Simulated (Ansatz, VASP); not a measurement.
One calculation of B, two programs

INCAR

```
SYSTEM = B
PREC     = Accurate       ! precision mode
ENCUT    = 520            ! plane-wave cutoff, eV
EDIFF    = 1E-7           ! SCF threshold, eV
ISMEAR   = 0              ! smearing method
SIGMA    = 0.1            ! smearing width, eV
LREAL    = .FALSE.        ! projectors in reciprocal space
LASPH    = .TRUE.         ! aspherical terms in the spheres
NELM     = 100            ! most SCF steps
ALGO     = Normal         ! electronic algorithm
ISIF     = 2              ! what is computed and relaxed
LWAVE    = .FALSE.        ! write WAVECAR
LCHARG   = .FALSE.        ! write CHGCAR
GGA      = PS             ! functional
NBANDS   = 30             ! bands
```

Contents of KPOINTS:

```
Automatic mesh
0
G
  6 6 6
  0 0 0
```

POSCAR

```
B
1.0
    2.4589507939      1.4196759028      4.1935000000
   -2.4589507939      1.4196759028      4.1935000000
    0.0000000000     -2.8393518055      4.1935000000
B
12
Direct
    0.0101900000      0.6536100000      0.0101900000
    0.0101900000      0.0101900000      0.6536100000
    0.6536100000      0.0101900000      0.0101900000
    0.9898100000      0.3463900000      0.9898100000
    0.3463900000      0.9898100000      0.9898100000
    0.9898100000      0.9898100000      0.3463900000
    0.2211800000      0.6306000000      0.2211800000
    0.2211800000      0.2211800000      0.6306000000
    0.6306000000      0.2211800000      0.2211800000
    0.7788200000      0.3694000000      0.7788200000
    0.3694000000      0.7788200000      0.7788200000
    0.7788200000      0.7788200000      0.3694000000
```

Input for Ansatz:

```yaml
crystal:
  lattice:
    - [2.4589507939, 1.4196759028, 4.1935]
    - [-2.4589507939, 1.4196759028, 4.1935]
    - [0.0, -2.8393518055, 4.1935]
  atoms:
    - { symbol: B, position: [0.01019, 0.65361, 0.01019] }
    - { symbol: B, position: [0.01019, 0.01019, 0.65361] }
    - { symbol: B, position: [0.65361, 0.01019, 0.01019] }
    - { symbol: B, position: [0.98981, 0.34639, 0.98981] }
    - { symbol: B, position: [0.34639, 0.98981, 0.98981] }
    - { symbol: B, position: [0.98981, 0.98981, 0.34639] }
    - { symbol: B, position: [0.22118, 0.6306, 0.22118] }
    - { symbol: B, position: [0.22118, 0.22118, 0.6306] }
    - { symbol: B, position: [0.6306, 0.22118, 0.22118] }
    - { symbol: B, position: [0.77882, 0.3694, 0.77882] }
    - { symbol: B, position: [0.3694, 0.77882, 0.77882] }
    - { symbol: B, position: [0.77882, 0.77882, 0.3694] }
basis:
  ecutwfc: 420
kpoints:
  mp_grid: { grid: [6, 6, 6] }
hamiltonian:
  xc: pbesol
scf:
  occupations: { method: gaussian, width: 0.1 }
  lower_state_search: "off"
output:
  forces: true
  stress: true
  eigenvalues: true
```

Alike in both runs: task single point; functional PBEsol; k mesh 6 × 6 × 6; occupations gaussian, width 0.1 eV; no spin polarisation.

```csv
,VASP,Ansatz
version,VASP 6.6.1,Ansatz 0.2.0
potentials or method,"VASP PAW PBE potentials, release 64 (B), cutoff 520 eV","scalar-relativistic, plane waves, PAW"
valence electrons in the cell,36,36
```

|  | VASP | Ansatz | Ansatz less VASP |
| --- | --- | --- | --- |
| gap on the k mesh at the Fermi level (eV) | 1.40 | 1.40 | +0.004 |
| least direct gap on the mesh (eV) | 1.76 | 1.76 | +0.003 |
| pressure (GPa) | -4.9 | -5.2 | -0.35 |
| traceless stress, the component that is largest in VASP (GPa) | 0.52 | 0.54 | +0.016 |
| rms of the force components (eV/Å) | 0.086 | 0.097 | +0.0112 |

VASP's potentials were made for PBE, not for PBEsol. Atom by atom the forces differ by 0.013 eV/Å (rms over components).
